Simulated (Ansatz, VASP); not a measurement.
Two plane-wave programs on Hg2SO

The input INCAR:

```
SYSTEM = Hg2SO
PREC = Accurate ; ENCUT = 600
EDIFF = 1E-6 ; ISMEAR = -1
SIGMA = 0.02 ; LREAL = .FALSE.
LASPH = .TRUE. ; NELM = 120
ALGO = Normal ; ISIF = 2
LWAVE = .FALSE. ; LCHARG = .TRUE.
GGA = PE ; LELF = .TRUE.
LVHAR = .TRUE. ; NBANDS = 46
GGA_COMPAT = .FALSE.
```

KPOINTS

```
Automatic mesh
0
G
  6 6 4
  0 0 0
```

Contents of POSCAR:

```
Hg2SO
1.0
    4.1123183163      0.0000000000      0.0000000000
    0.0000000000      4.1123183163      0.0000000000
    0.0000000000      0.0000000000     10.0147248883
O Hg S
2 4 2
Direct
    0.5000000000      0.0000000000      0.0944327512
    0.0000000000      0.5000000000      0.9055672488
    0.5000000000      0.5000000000      0.0000000000
    0.0000000000      0.0000000000      0.8015977107
    0.5000000000      0.5000000000      0.5000000000
    0.0000000000      0.0000000000      0.1984022893
    0.5000000000      0.0000000000      0.6512974947
    0.0000000000      0.5000000000      0.3487025053
```

Input for Ansatz:

```yaml
crystal:
  lattice:
    - [4.1123183163, 0.0, 0.0]
    - [0.0, 4.1123183163, 0.0]
    - [0.0, 0.0, 10.0147248883]
  atoms:
    - { symbol: O, position: [0.5, 0.0, 0.0944327512] }
    - { symbol: Hg, position: [0.5, 0.5, 0.0] }
    - { symbol: O, position: [0.0, 0.5, 0.9055672488] }
    - { symbol: Hg, position: [0.0, 0.0, 0.8015977107] }
    - { symbol: S, position: [0.5, 0.0, 0.6512974947] }
    - { symbol: Hg, position: [0.5, 0.5, 0.5] }
    - { symbol: S, position: [0.0, 0.5, 0.3487025053] }
    - { symbol: Hg, position: [0.0, 0.0, 0.1984022893] }
kpoints:
  mp_grid: { grid: [6, 6, 4] }
  band_path:
    path:
      - [0.0, 0.0, 0.0]
      - [0.0, 0.5, 0.0]
      - [0.5, 0.5, 0.0]
      - [0.0, 0.0, 0.5]
      - [0.0, 0.5, 0.5]
      - [0.5, 0.5, 0.5]
      - [0.05, 0.05, 0.0]
    npoints: 1
hamiltonian:
  xc: pbe
scf:
  occupations: { method: fermi_dirac, width: 0.02 }
  n_extra_bands: 6
output:
  forces: true
  stress: true
  eigenvalues: true
```

Alike in both runs: task single point; functional PBE; k mesh 6 × 6 × 4; occupations fermi-dirac, width 0.02 eV; no spin polarisation.

|  | VASP | Ansatz |
| --- | --- | --- |
| version | VASP 6.6.1 | Ansatz 0.2.0 |
| potentials or method | VASP PAW PBE potentials, release 64 (O, Hg, S) | plane waves, PAW |
| plane-wave cutoff (eV) | 600 | 420 |
| valence electrons in the cell | 72 | 104 |

VASP gave:

- pressure (GPa): 3.3
- rms of the force components (eV/Å): 0.049

Question: Which values does Ansatz return?

Answer: Pressure (GPa): 2.7; rms of the force components (eV/Å): 0.041.

VASP's potentials hold 72 valence electrons a cell and Ansatz's 104, so a difference there can come from the potentials and not from the codes.

Neither program's run includes spin-orbit coupling.
